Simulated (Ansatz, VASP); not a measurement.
# Two plane-wave programs on Sr

```xyz
2
Lattice="4.3747 0.0000 0.0000 -2.1873 3.7886 0.0000 0.0000 0.0000 7.0500" Properties=species:S:1:pos:R:3 pbc="T T T"
Sr    0.0000    2.5257    1.7625
Sr    2.1873    1.2629    5.2875
```

Change from the starting cell: strain +0.015 along x and y, +0.000 along z, atoms carried along.

Alike in both runs: task single point; functional PBEsol; k mesh 15 × 15 × 8; occupations gaussian, width 0.15 eV; no spin polarisation.

|  | VASP | Ansatz |
| --- | --- | --- |
| version | VASP 6.6.1 | Ansatz 0.2.0 |
| potentials or method | VASP PAW PBE potentials, release 64 (Sr_sv), cutoff 520 eV | scalar-relativistic, plane waves, PAW |
| valence electrons in the cell | 20 | 20 |

```csv
,VASP,Ansatz,Ansatz less VASP
gap on the k mesh at the Fermi level (eV),none,none,-
pressure (GPa),-1.1,-1.1,-0.01
"traceless stress, the component that is largest in VASP (GPa)",0.20,0.20,0.000
```

VASP's potentials were made for PBE, not for PBEsol. A gap of «none» marks a metal or a gap that the smearing closes.
